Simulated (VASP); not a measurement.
# Li2ZnGeSe4 (I-42m) in VASP: notebook, part 2 of 3

VASP 6.6.1. Earlier steps stand in the parts before.

## 3. Single point, PBE

This run uses another cell than the first one, of 23.00 Å³/atom.

Contents of INCAR:

```
  PREC = Accurate
  ENCUT = 520
  EDIFF = 1E-7
  ISMEAR = 0
  SIGMA = 0.01
  LREAL = False
  LASPH = True
  NELM = 60
  ALGO = Normal
  ISIF = 2
  LWAVE = False
  LCHARG = True
  GGA = PE
  LELF = True
  LVHAR = True
  NBANDS = 38
```

Contents of KPOINTS:

```
Automatic mesh
0
Gamma
  6 6 6
```

Contents of POSCAR:

```
Li2ZnGeSe4
1.0
   -2.7805853538      2.7805853538      5.9505880875
    2.7805853538     -2.7805853538      5.9505880875
    2.7805853538      2.7805853538     -5.9505880875
Li Zn Ge Se
2 1 1 4
Direct
    0.7500000000      0.2500000000      0.5000000000
    0.2500000000      0.7500000000      0.5000000000
    0.0000000000      0.0000000000      0.0000000000
    0.5000000000      0.5000000000      0.0000000000
    0.8611687076      0.8611687076      0.4832628971
    0.1388312924      0.6220941894      0.0000000000
    0.6220941894      0.1388312924      0.0000000000
    0.3779058106      0.3779058106      0.5167371029
```

Potentials or basis: VASP PAW PBE potentials, release 64 (Li_sv, Zn, Ge_d, Se).

On the command line:

```
> cat potpaw_PBE.64/Li_sv/POTCAR potpaw_PBE.64/Zn/POTCAR potpaw_PBE.64/Ge_d/POTCAR potpaw_PBE.64/Se/POTCAR > POTCAR
> mpirun -np 1 vasp_std > vasp.out
```

OUTCAR:

```text
PREC = Accurate
   ENCUT = 520
   EDIFF = 1E-7
   ISMEAR = 0
   LREAL = False
   LASPH = True
   NELM = 60
   ISIF = 2
   GGA = PE

 ion  position               nearest neighbor table
   1  0.750  0.250  0.500-   8 2.51   7 2.51   6 2.51   5 2.51
   2  0.250  0.750  0.500-   8 2.51   6 2.51   7 2.51   5 2.51
   3  0.000  0.000  0.000-   5 2.48   7 2.48   6 2.48   8 2.48
   4  0.500  0.500  0.000-   5 2.37   6 2.37   7 2.37   8 2.37
   5  0.861  0.861  0.483-   4 2.37   3 2.48   2 2.51   1 2.51
   6  0.139  0.622  0.000-   4 2.37   3 2.48   2 2.51   1 2.51
   7  0.622  0.139  0.000-   4 2.37   3 2.48   1 2.51   2 2.51
   8  0.378  0.378  0.517-   4 2.37   3 2.48   1 2.51   2 2.51

  LATTYP: Found a body centered tetragonal cell.
 ALAT       =     5.5611707076
 C/A-ratio  =     2.1400487057

  Lattice vectors:

 A1 = (  -2.7805853538,   2.7805853538,   5.9505880875)
 A2 = (   2.7805853538,  -2.7805853538,   5.9505880875)
 A3 = (   2.7805853538,   2.7805853538,  -5.9505880875)

Analysis of symmetry for initial positions (statically):
=====================================================================
 Subroutine PRICEL returns:
 Original cell was already a primitive cell.

 Routine SETGRP: Setting up the symmetry group for a
 body centered tetragonal supercell.

 Subroutine GETGRP returns: Found  8 space group operations
 (whereof  8 operations were pure point group operations)
 out of a pool of 16 trial point group operations.

The static configuration has the point symmetry D_2d.

Analysis of symmetry for dynamics (positions and initial velocities):
=====================================================================
 Subroutine PRICEL returns:
 Original cell was already a primitive cell.

 Routine SETGRP: Setting up the symmetry group for a
 body centered tetragonal supercell.

 Subroutine GETGRP returns: Found  8 space group operations
 (whereof  8 operations were pure point group operations)
 out of a pool of 16 trial point group operations.

The dynamic configuration has the point symmetry D_2d.

 Subroutine INISYM returns: Found  8 space group operations
 (whereof  8 operations are pure point group operations),
 and found     1 'primitive' translations

----------------------------------------------------------------------------------------

                                     Primitive cell

  volume of cell :     184.0316

  direct lattice vectors                    reciprocal lattice vectors
    -2.780585354  2.780585354  5.950588087     0.000000000  0.179818253  0.084025309
     2.780585354 -2.780585354  5.950588087     0.179818253  0.000000000  0.084025309
     2.780585354  2.780585354 -5.950588087     0.179818253  0.179818253  0.000000000

  length of vectors
     7.132517677  7.132517677  7.132517677     0.198481376  0.198481376  0.254301412

  position of ions in fractional coordinates (direct lattice)
     0.750000000  0.250000000  0.500000000
     0.250000000  0.750000000  0.500000000
     0.000000000  0.000000000  0.000000000
     0.500000000  0.500000000  0.000000000
     0.861168708  0.861168708  0.483262897
     0.138831292  0.622094189  0.000000000
     0.622094189  0.138831292  0.000000000
[... 44 lines left out ...]
  0.500000  0.000000 -0.000000      4.000000
  0.166667  0.166667 -0.000000      8.000000
  0.333333  0.166667 -0.000000     16.000000
[... 16 lines left out ...]
 -0.333333 -0.333333  0.166667      8.000000
 -0.166667 -0.333333  0.166667      8.000000
 [... further k-points ...]
   k-points           NKPTS =     30   k-points in BZ     NKDIM =     30   number of bands    NBANDS=     38
   number of dos      NEDOS =    301   number of ions     NIONS =      8
   total plane-waves  NPLWV = 157464
   dimension x,y,z NGX =    54 NGY =   54 NGZ =   54
   dimension x,y,z NGXF=   108 NGYF=  108 NGZF=  108
   ions per type =               2   1   1   4
   NGX,Y,Z   is equivalent  to a cutoff of  12.59, 12.59, 12.59 a.u.
   NGXF,Y,Z  is equivalent  to a cutoff of  25.17, 25.17, 25.17 a.u.
 SYSTEM =  unknown system
   PREC   = accura    normal or accurate (medium, high low for compatibility)
   ISTART =      0    job   : 0-new  1-cont  2-samecut
   ICHARG =      2    charge: 1-file 2-atom 10-const
   ISPIN  =      1    spin polarized calculation?
   LNONCOLLINEAR =      F non collinear calculations
   LSORBIT =      F    spin-orbit coupling
   LASPH  =      T    aspherical Exc in radial PAW
   ENCUT  =  520.0 eV  38.22 Ry    6.18 a.u.  13.26 13.26 13.26*2*pi/ulx,y,z
   NELM   =     60;   NELMIN=  2; NELMDL= -5     # of ELM steps
   EDIFF  = 0.1E-06   stopping-criterion for ELM
   LREAL  =      F    real-space projection
   EDIFFG = 0.1E-05   stopping-criterion for IOM
   NSW    =      0    number of steps for IOM
   IBRION =     -1    ionic relax: 0-MD 1-quasi-New 2-CG
   NFREE  =      0    steps in history (QN), initial steepest desc. (CG)
   ISIF   =      2    stress and relaxation
   ISYM   =      2    0-nonsym 1-usesym 2-fastsym
   POTIM  = 0.5000    time-step for ionic-motion
   TEBEG  =    0.0;   TEEND  =   0.0 temperature during run
   PSTRESS=    0.0 pullay stress
   NELECT =      56.0000    total number of electrons
   NUPDOWN=      -1.0000    fix difference up-down
   EMIN   =  10.00;   EMAX   =-10.00  energy-range for DOS
   EFERMI =   0.00;   METHOD = LEGACY
   ISMEAR =     0;   SIGMA  =   0.01  broadening in eV -4-tet -1-fermi 0-gaus
   EFERMI_NEDOS =   21; number of points for ismear=-14 and -15
   IALGO  =     38    algorithm
   IMIX   =      4    mixing-type and parameters
     AMIX     =   0.40;   BMIX     =  1.00
     AMIX_MAG =   1.60;   BMIX_MAG =  1.00
  volume/ion in A,a.u.               =      23.00       155.24
  Fermi-wavevector in a.u.,A,eV,Ry     =   1.101134  2.080841 16.497002  1.212495
  Thomas-Fermi vector in A             =   2.237556
   LORBIT       =      0    0 simple, 1 ext, 2 COOP (PROOUT), +10 PAW based schemes
   GGA     = PE    functional components
   LHFCALC =     F    Hartree Fock is set to
   AEXX    =    0.0000 exact exchange contribution
   IVDW    =     0    specifies the selected vdW correction
   LEPSILON=     F    determine dielectric tensor
   LRPA    =     F    only Hartree local field effects (RPA)
 non-spin polarized calculation
 Gauss-broadening in eV      SIGMA  =   0.01
  energy-cutoff  :      520.00
  volume of cell :      184.03
 maximum number of plane-waves:      4978
 NGX is ok and might be reduce to    54
   NGX = 27   NGY = 27   NGZ = 27

 number of electron      56.0000020 magnetization

 Free energy of the ion-electron system (eV)
  ---------------------------------------------------
  ext. energy  EPLUGINS =         0.00000000
  ---------------------------------------------------
  free energy    TOTEN  =       -29.57477699 eV

  energy without entropy =      -29.57477699  energy(sigma->0) =      -29.57477699

 E-fermi :   1.6777     XC(G=0):  -8.6790

 val. band max:        1.5254887284   @ k =   0.0000   0.0000   0.0000
 cond. band min:       2.8224011323   @ k =   0.0000   0.0000   0.0000
 fundamental gap:      1.2969124039
 Fermi energy:         1.6776955006

 k-point     1 :       0.0000    0.0000    0.0000
  band No.  band energies     occupation
      1     -43.1119      2.00000
      2     -43.1111      2.00000
      3     -23.1657      2.00000
      4     -23.1657      2.00000
      5     -23.1573      2.00000
      6     -23.1341      2.00000
[... 973 lines left out ...]
     37       8.2944      0.00000
     38       8.5141      0.00000

 [... further k-points ...]

------------------------ aborting loop because EDIFF is reached ----------------------------------------

  FORCE on cell =-STRESS in cart. coord.  units (eV):
  Direction    XX          YY          ZZ          XY          YZ          ZX
  --------------------------------------------------------------------------------------
  -------------------------------------------------------------------------------------
  Total        1.9365241      1.9365241      2.0032298      0.0000000      0.0000000      0.0000000
  in kB       16.8593620     16.8593620     17.4401017      0.0000000      0.0000000      0.0000000
  external PRESSURE =      17.0529419 kB  Pullay stress =       0.0000000 kB

 VOLUME and BASIS-vectors are now :
 -----------------------------------------------------------------------------
  energy-cutoff  :      520.00
  volume of cell :      184.03
      direct lattice vectors                 reciprocal lattice vectors
    -2.780585354  2.780585354  5.950588087     0.000000000  0.179818253  0.084025309
     2.780585354 -2.780585354  5.950588087     0.179818253  0.000000000  0.084025309
     2.780585354  2.780585354 -5.950588087     0.179818253  0.179818253  0.000000000

 POSITION                                       TOTAL-FORCE (eV/Angst)
 -----------------------------------------------------------------------------------
     -0.00000      2.78059      2.97529         0.000000      0.000000      0.000000
      2.78059     -0.00000      2.97529         0.000000     -0.000000      0.000000
      0.00000      0.00000      0.00000         0.000000      0.000000      0.000000
      0.00000      0.00000      5.95059         0.000000      0.000000      0.000000
      1.34375      1.34375      7.37322         0.073238      0.073238      0.246007
      1.34375     -1.34375      4.52795         0.073238     -0.073238     -0.246007
     -1.34375      1.34375      4.52795        -0.073238      0.073238     -0.246007
      1.43683      1.43683      1.42263        -0.073238     -0.073238      0.246007
 -----------------------------------------------------------------------------------
    total drift:                               -0.000002     -0.000002     -0.000006

  FREE ENERGIE OF THE ION-ELECTRON SYSTEM (eV)
  ---------------------------------------------------
  free  energy   TOTEN  =       -29.5747769906 eV

  energy  without entropy=      -29.5747769906  energy(sigma->0) =      -29.57477699
```

It took 3.7 min on 1 thread of AMD EPYC 9R45 (Zen 5), shared host; peak memory 0.5 GiB.

Results:

* Free energy: -29.5748 eV
* Largest force: 0.267 eV/Å
* Band gap on the k mesh: 1.30 eV

Forces on the atoms (eV/Å):
```
Li   0.000  0.000  0.000
Li   0.000  0.000  0.000
Zn   0.000  0.000  0.000
Ge   0.000  0.000  0.000
Se   0.073  0.073  0.246
Se   0.073 -0.073 -0.246
Se  -0.073  0.073 -0.246
Se  -0.073 -0.073  0.246
```

Caveat: the cutoff is under 1.25 times the usual one of these potentials, so pressure, stress and relaxed cells hold a basis-set (Pulay) error. A k mesh can miss the band edges.

[end of part 2 of 3]
